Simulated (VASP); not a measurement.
# SrO (P6_3mc) in VASP: single point with LDA

Aim: the single point of SrO with LDA.

Everything below comes from runs of VASP 6.6.1. Logs are shortened: lines on timing, memory, paths and dates and some standing lists are left out, and cuts for length are marked.

### Step 1. The cell of the first run

The structure is hexagonal, space group P6_3mc (No. 186). The conventional cell has a = 3.553 Å, b = 3.553 Å, c = 6.217 Å, α = 90.00°, β = 90.00°, γ = 120.00°. Within 3.3 Å of Sr (site symmetry 3m) lie 6 O at 2.54 to 2.61 Å. Within 3.3 Å of O (site symmetry 3m) lie 6 Sr at 2.54 to 2.61 Å and 2 O at 3.11 Å.

### Step 2. Single point, LDA (all O atoms moved +0.062 Å, as atom 3 along Cartesian [0 0 1])

Input file INCAR:

```
SYSTEM = SrO
PREC = Accurate ; ENCUT = 520
EDIFF = 1E-6 ; ISMEAR = 0
SIGMA = 0.05 ; LREAL = .FALSE.
LASPH = .TRUE. ; NELM = 80
ALGO = Normal ; ISIF = 2
LWAVE = .FALSE. ; LCHARG = .FALSE.
NBANDS = 24
```

Input file KPOINTS:

```
regular mesh
0
G
  9 9 4
  0 0 0
```

Input file POSCAR:

```
SrO
1.0
    3.5532880902      0.0000000000      0.0000000000
   -1.7766440451      3.0772377531      0.0000000000
    0.0000000000      0.0000000000      6.2173039800
Sr O
2 2
Direct
    0.3333333333      0.6666666667      0.2500000000
    0.6666666667      0.3333333333      0.7500000000
    0.0000000000      0.0000000000      0.0100525887
    0.0000000000      0.0000000000      0.5100525887
```

Potentials or basis: VASP PAW LDA potentials, release 64 (Sr_sv, O).

Run with:

```bash
cat potpaw_LDA.64/Sr_sv/POTCAR potpaw_LDA.64/O/POTCAR > POTCAR
mpirun -np 1 vasp_std > vasp.out
```

OUTCAR:

```text
SYSTEM = SrO
   PREC = Accurate
   ENCUT = 520
   EDIFF = 1E-6
   ISMEAR = 0
   LREAL = .FALSE.
   LASPH = .TRUE.
   NELM = 80
   ISIF = 2

 ion  position               nearest neighbor table
   1  0.333  0.667  0.250-   3 2.54   3 2.54   3 2.54   4 2.61   4 2.61   4 2.61   2 3.72   2 3.72
                             2 3.72   2 3.72   2 3.72   2 3.72
   2  0.667  0.333  0.750-   4 2.54   4 2.54   4 2.54   3 2.61   3 2.61   3 2.61   1 3.72   1 3.72
                             1 3.72   1 3.72   1 3.72   1 3.72
   3  0.000  0.000  0.010-   1 2.54   1 2.54   1 2.54   2 2.61   2 2.61   2 2.61
   4  0.000  0.000  0.510-   2 2.54   2 2.54   2 2.54   1 2.61   1 2.61   1 2.61

  LATTYP: Found a hexagonal cell.
 ALAT       =     3.5532880902
 C/A-ratio  =     1.7497325919

  Lattice vectors:

 A1 = (   3.5532880902,   0.0000000000,   0.0000000000)
 A2 = (  -1.7766440451,   3.0772377531,   0.0000000000)
 A3 = (   0.0000000000,   0.0000000000,   6.2173039800)

Analysis of symmetry for initial positions (statically):
=====================================================================
 Subroutine PRICEL returns:
 Original cell was already a primitive cell.

 Routine SETGRP: Setting up the symmetry group for a
 hexagonal supercell.

 Subroutine GETGRP returns: Found 12 space group operations
 (whereof  6 operations were pure point group operations)
 out of a pool of 24 trial point group operations.

The static configuration has the point symmetry C_3v.
 The point group associated with its full space group is C_6v.

Analysis of symmetry for dynamics (positions and initial velocities):
=====================================================================
 Subroutine PRICEL returns:
 Original cell was already a primitive cell.

 Routine SETGRP: Setting up the symmetry group for a
 hexagonal supercell.

 Subroutine GETGRP returns: Found 12 space group operations
 (whereof  6 operations were pure point group operations)
 out of a pool of 24 trial point group operations.

The dynamic configuration has the point symmetry C_3v.
 The point group associated with its full space group is C_6v.

 Subroutine INISYM returns: Found 12 space group operations
 (whereof  6 operations are pure point group operations),
 and found     1 'primitive' translations

----------------------------------------------------------------------------------------

                                     Primitive cell

  volume of cell :      67.9819

  direct lattice vectors                    reciprocal lattice vectors
     3.553288090  0.000000000  0.000000000     0.281429475  0.162483383  0.000000000
    -1.776644045  3.077237753  0.000000000     0.000000000  0.324966766  0.000000000
     0.000000000  0.000000000  6.217303980     0.000000000  0.000000000  0.160841420

  length of vectors
     3.553288090  3.553288090  6.217303980     0.324966766  0.324966766  0.160841420

  position of ions in fractional coordinates (direct lattice)
     0.333333333  0.666666667  0.250000000
     0.666666667  0.333333333  0.750000000
     0.000000000  0.000000000  0.010052589
     0.000000000  0.000000000  0.510052589

  ion indices of the primitive-cell ions
   primitive index   ion index
                 1           1
                 2           2
                 3           3
                 4           4

----------------------------------------------------------------------------------------

 KPOINTS: regular mesh

Automatic generation of k-mesh.
 Grid dimensions read from file:
 generate k-points for:    9    9    4

 Generating k-lattice:

  Cartesian coordinates                     Fractional coordinates (reciprocal lattice)
     0.031269942  0.018053709  0.000000000     0.111111111 -0.000000000  0.000000000
     0.000000000  0.036107418  0.000000000     0.000000000  0.111111111  0.000000000
     0.000000000  0.000000000  0.040210355     0.000000000  0.000000000  0.250000000

  Length of vectors
     0.036107418  0.036107418  0.040210355

  Shift w.r.t. Gamma in fractional coordinates (k-lattice)
     0.000000000  0.000000000  0.000000000

 Subroutine IBZKPT returns following result:
 ===========================================

 Found     36 irreducible k-points:

 Following reciprocal coordinates:
            Coordinates               Weight
  0.000000  0.000000  0.000000      1.000000
  0.111111  0.000000  0.000000      6.000000
  0.222222  0.000000  0.000000      6.000000
  0.333333  0.000000  0.000000      6.000000
  0.444444  0.000000  0.000000      6.000000
  0.111111  0.111111  0.000000      6.000000
[... 16 lines left out ...]
  0.333333  0.222222  0.250000     24.000000
  0.333333  0.333333  0.250000      4.000000
 [... further k-points ...]
   k-points           NKPTS =     36   k-points in BZ     NKDIM =     36   number of bands    NBANDS=     24
   number of dos      NEDOS =    301   number of ions     NIONS =      4
   total plane-waves  NPLWV =  37632
   dimension x,y,z NGX =    28 NGY =   28 NGZ =   48
   dimension x,y,z NGXF=    56 NGYF=   56 NGZF=   96
   ions per type =               2   2
   NGX,Y,Z   is equivalent  to a cutoff of  13.10, 13.10, 12.83 a.u.
   NGXF,Y,Z  is equivalent  to a cutoff of  26.20, 26.20, 25.67 a.u.
 SYSTEM =  SrO
   PREC   = accura    normal or accurate (medium, high low for compatibility)
   ISTART =      0    job   : 0-new  1-cont  2-samecut
   ICHARG =      2    charge: 1-file 2-atom 10-const
   ISPIN  =      1    spin polarized calculation?
   LNONCOLLINEAR =      F non collinear calculations
   LSORBIT =      F    spin-orbit coupling
   LASPH  =      T    aspherical Exc in radial PAW
   ENCUT  =  520.0 eV  38.22 Ry    6.18 a.u.   6.61  6.61 11.56*2*pi/ulx,y,z
   NELM   =     80;   NELMIN=  2; NELMDL= -5     # of ELM steps
   EDIFF  = 0.1E-05   stopping-criterion for ELM
   LREAL  =      F    real-space projection
[... 7 lines left out ...]
   TEBEG  =    0.0;   TEEND  =   0.0 temperature during run
   PSTRESS=    0.0 pullay stress
   NELECT =      32.0000    total number of electrons
   NUPDOWN=      -1.0000    fix difference up-down
   EMIN   =  10.00;   EMAX   =-10.00  energy-range for DOS
   EFERMI =   0.00;   METHOD = LEGACY
   ISMEAR =     0;   SIGMA  =   0.05  broadening in eV -4-tet -1-fermi 0-gaus
   EFERMI_NEDOS =   21; number of points for ismear=-14 and -15
   IALGO  =     38    algorithm
   IMIX   =      4    mixing-type and parameters
     AMIX     =   0.40;   BMIX     =  1.00
     AMIX_MAG =   1.60;   BMIX_MAG =  1.00
  volume/ion in A,a.u.               =      17.00       114.69
  Fermi-wavevector in a.u.,A,eV,Ry     =   1.273484  2.406537 22.065419  1.621763
  Thomas-Fermi vector in A             =   2.406305
   LORBIT       =      0    0 simple, 1 ext, 2 COOP (PROOUT), +10 PAW based schemes
   GGA     = CA    functional components
   LHFCALC =     F    Hartree Fock is set to
   AEXX    =    0.0000 exact exchange contribution
   IVDW    =     0    specifies the selected vdW correction
   LEPSILON=     F    determine dielectric tensor
   LRPA    =     F    only Hartree local field effects (RPA)
 non-spin polarized calculation
 Gauss-broadening in eV      SIGMA  =   0.05
  energy-cutoff  :      520.00
  volume of cell :       67.98
 maximum number of plane-waves:      1853
 NGX is ok and might be reduce to    28
   NGX = 13   NGY = 13   NGZ = 23

 number of electron      32.0000015 magnetization

 Free energy of the ion-electron system (eV)
  ---------------------------------------------------
  ext. energy  EPLUGINS =         0.00000000
  ---------------------------------------------------
  free energy    TOTEN  =       -26.40439064 eV

  energy without entropy =      -26.40439064  energy(sigma->0) =      -26.40439064

 E-fermi :   2.1573     XC(G=0): -10.5196

 val. band max:        1.8659434316   @ k =   0.0000   0.0000   0.0000
 cond. band min:       4.7625725132   @ k =   0.0000   0.0000   0.0000
 fundamental gap:      2.8966290816
 Fermi energy:         2.1573384373

 k-point     1 :       0.0000    0.0000    0.0000
  band No.  band energies     occupation
      1     -30.7924      2.00000
      2     -30.6794      2.00000
      3     -14.9983      2.00000
      4     -13.3601      2.00000
      5     -12.5509      2.00000
      6     -12.5509      2.00000
[... 16 lines left out ...]
     23       9.1726      0.00000
     24      10.0832      0.00000

 k-point     2 :       0.1111    0.0000    0.0000
  band No.  band energies     occupation
      1     -30.7756      2.00000
      2     -30.6691      2.00000
      3     -14.9010      2.00000
      4     -13.6809      2.00000
      5     -12.6712      2.00000
      6     -12.5972      2.00000
[... 16 lines left out ...]
     23       9.3873      0.00000
     24       9.7785      0.00000

 k-point     3 :       0.2222    0.0000    0.0000
  band No.  band energies     occupation
      1     -30.7319      2.00000
      2     -30.6435      2.00000
      3     -14.6191      2.00000
      4     -14.2036      2.00000
      5     -12.9520      2.00000
      6     -12.6934      2.00000
[... 16 lines left out ...]
     23       9.8071      0.00000
     24       9.9410      0.00000

 k-point     4 :       0.3333    0.0000    0.0000
  band No.  band energies     occupation
      1     -30.6789      2.00000
      2     -30.6167      2.00000
      3     -14.6417      2.00000
      4     -14.1904      2.00000
      5     -13.2457      2.00000
      6     -12.7908      2.00000
[... 16 lines left out ...]
     23      10.4480      0.00000
     24      10.7005      0.00000

 k-point     5 :       0.4444    0.0000    0.0000
  band No.  band energies     occupation
      1     -30.6398      2.00000
      2     -30.6031      2.00000
      3     -14.8867      2.00000
      4     -13.7421      2.00000
      5     -13.3899      2.00000
      6     -12.8982      2.00000
[... 451 lines left out ...]
 k-point    22 :       0.2222    0.2222    0.2500
  band No.  band energies     occupation
      1     -30.6472      2.00000
      2     -30.6131      2.00000
      3     -14.6617      2.00000
      4     -14.1487      2.00000
      5     -13.0707      2.00000
      6     -12.9691      2.00000
[... 16 lines left out ...]
     23      10.8087      0.00000
     24      11.2342      0.00000

 k-point    23 :       0.3333    0.2222    0.2500
  band No.  band energies     occupation
      1     -30.6181      2.00000
      2     -30.6017      2.00000
      3     -14.7692      2.00000
      4     -13.9703      2.00000
      5     -13.1657      2.00000
      6     -13.0846      2.00000
[... 16 lines left out ...]
     23      11.1305      0.00000
     24      11.5399      0.00000

 k-point    24 :       0.3333    0.3333    0.2500
  band No.  band energies     occupation
      1     -30.6029      2.00000
      2     -30.6029      2.00000
      3     -14.7731      2.00000
      4     -13.8437      2.00000
      5     -13.2708      2.00000
      6     -13.2708      2.00000
[... 16 lines left out ...]
     23      11.5730      0.00000
     24      11.5732      0.00000

 [... further k-points ...]
[... 5 lines left out ...]
  --------------------------------------------------------------------------------------
  -------------------------------------------------------------------------------------
  Total       -1.9318991     -1.9318991     -2.3190796      0.0000000      0.0000000      0.0000000
  in kB      -45.5303986    -45.5303986    -54.6553477      0.0000000      0.0000000      0.0000000
  external PRESSURE =     -48.5720483 kB  Pullay stress =       0.0000000 kB

 VOLUME and BASIS-vectors are now :
 -----------------------------------------------------------------------------
  energy-cutoff  :      520.00
  volume of cell :       67.98
      direct lattice vectors                 reciprocal lattice vectors
     3.553288090  0.000000000  0.000000000     0.281429475  0.162483383  0.000000000
    -1.776644045  3.077237753  0.000000000     0.000000000  0.324966766  0.000000000
     0.000000000  0.000000000  6.217303980     0.000000000  0.000000000  0.160841420

 POSITION                                       TOTAL-FORCE (eV/Angst)
 -----------------------------------------------------------------------------------
     -0.00000      2.05149      1.55433        -0.000000     -0.000000      0.118799
      1.77664      1.02575      4.66298         0.000000      0.000000      0.118799
      0.00000      0.00000      0.06250         0.000000     -0.000000     -0.118799
      0.00000      0.00000      3.17115        -0.000000      0.000000     -0.118799
 -----------------------------------------------------------------------------------
    total drift:                               -0.000000      0.000000      0.000189

  FREE ENERGIE OF THE ION-ELECTRON SYSTEM (eV)
  ---------------------------------------------------
  free  energy   TOTEN  =       -26.4043906442 eV

  energy  without entropy=      -26.4043906442  energy(sigma->0) =      -26.40439064
```

Wall time 34 s (1 thread of Intel Xeon 6975P-C (Granite Rapids), shared host); peak memory 0.18 GiB.

Results:

```yaml
Free_energy: -26.4044 eV
Pressure: -4.9 GPa
Largest_force: 0.119 eV/Å
Band_gap_on_the_k_mesh: 2.90 eV, direct
```

Forces on the atoms (eV/Å):
```
Sr   0.000  0.000  0.119
Sr   0.000  0.000  0.119
O    0.000  0.000 -0.119
O    0.000  0.000 -0.119
```

Levels at points of the mesh, in eV from the valence-band top:
| k point | band 14 | band 15 | band 16 | band 17 | band 18 | band 19 |
| --- | --- | --- | --- | --- | --- | --- |
| (0.00, 0.00, 0.00) | -0.78 | -0.78 | 0.00 | 2.90 | 4.89 | 5.05 |
| (0.00, 0.00, 0.50) | -0.93 | -0.93 | -0.93 | 4.52 | 4.52 | 5.87 |

Caveat: the cell differs from its parent crystal (all O atoms moved +0.062 Å, as atom 3 along Cartesian [0 0 1]). A k mesh can miss the band edges.
